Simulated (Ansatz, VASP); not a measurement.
# Se: VASP beside Ansatz

```xyz
1
Lattice="2.8566 0.0000 0.0000 0.0000 2.8566 0.0000 0.0000 0.0000 2.8566" Properties=species:S:1:pos:R:3 pbc="T T T"
Se    0.0000    0.0000    0.0000
```

Change from the starting cell: volume scaled by 1.05.

Alike in both runs: task single point; functional PBEsol; k mesh 12 × 12 × 12; occupations fermi-dirac, width 0.03 eV; no spin polarisation.

```csv
,VASP,Ansatz
version,VASP 6.6.1,Ansatz 0.2.0
potentials or method,"VASP PAW PBE potentials, release 64 (Se), cutoff 520 eV","all-electron LAPW, scalar-relativistic"
```

```csv
,VASP,Ansatz,Ansatz less VASP
pressure (GPa),-5.1,-5.1,-0.07
```

VASP's potentials were made for PBE, not for PBEsol. Ansatz ran all-electron here, and VASP with PAW potentials.
